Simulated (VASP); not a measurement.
Runs of VASP 6.6.1 on SnSe2. The structure is that of space group P-3m1 (No. 164), or close to it. The cells are those of the table. 

```csv
cell,gap on the mesh (eV),pressure (GPa),largest force (eV/Å)
"a = 3.888, b = 3.888, c = 5.685 Å, angles 90.0, 90.0, 120.0°, 3 atoms",(c),(b),0.60
"a = 3.936, b = 3.936, c = 6.334 Å, angles 90.0, 90.0, 120.0°, 3 atoms",0.30,-5.3,0.81
"a = 3.888, b = 3.888, c = 6.334 Å, angles 90.0, 90.0, 120.0°, 3 atoms",0.31,-4.3,0.75
"a = 3.888, b = 3.888, c = 6.659 Å, angles 90.0, 90.0, 120.0°, 3 atoms",(a),-6.2,1.30
"a = 3.936, b = 3.936, c = 6.010 Å, angles 90.0, 90.0, 120.0°, 3 atoms",0.24,-2.9,0.21
"a = 3.744, b = 3.744, c = 6.334 Å, angles 90.0, 90.0, 120.0°, 3 atoms",0.25,-0.1,0.47
"a = 3.744, b = 3.744, c = 6.010 Å, angles 90.0, 90.0, 120.0°, 3 atoms",0.46,3.9,0.30
"a = 3.792, b = 3.792, c = 6.334 Å, angles 90.0, 90.0, 120.0°, 3 atoms",0.28,-1.7,0.58
"a = 3.648, b = 3.648, c = 6.334 Å, angles 90.0, 90.0, 120.0°, 3 atoms",0.12,3.8,0.22
"a = 3.984, b = 3.984, c = 6.659 Å, angles 90.0, 90.0, 120.0°, 3 atoms",0.12,-7.6,1.37
"a = 4.032, b = 4.032, c = 6.659 Å, angles 90.0, 90.0, 120.0°, 3 atoms",0.14,-8.2,1.39
"a = 3.984, b = 3.984, c = 6.334 Å, angles 90.0, 90.0, 120.0°, 3 atoms",0.25,-6.2,0.87
```

Alike in all rows: task single point; level PBE+D3(BJ); potentials or basis VASP PAW PBE potentials, release 64 (Sn_d, Se); no spin polarisation; k mesh 12 × 12 × 6; cutoff (eV) 500; smearing gaussian 0.03 eV.

Problem. Fill in the values left out.

Solution. (a) 0.03; (b) 2.3; (c) 0.15.

Caveats: spin-orbit coupling is left out, which moves the levels of the heavy elements; the cell stands under tension (at least some runs); forces of over 1 eV/Å act on the atoms, so gaps and moduli don't describe the material at rest (at least some runs); the cell stands under pressure (at least some runs).

A k mesh can miss the band edges, and the runs leave out spin-orbit coupling on Se, Sn.
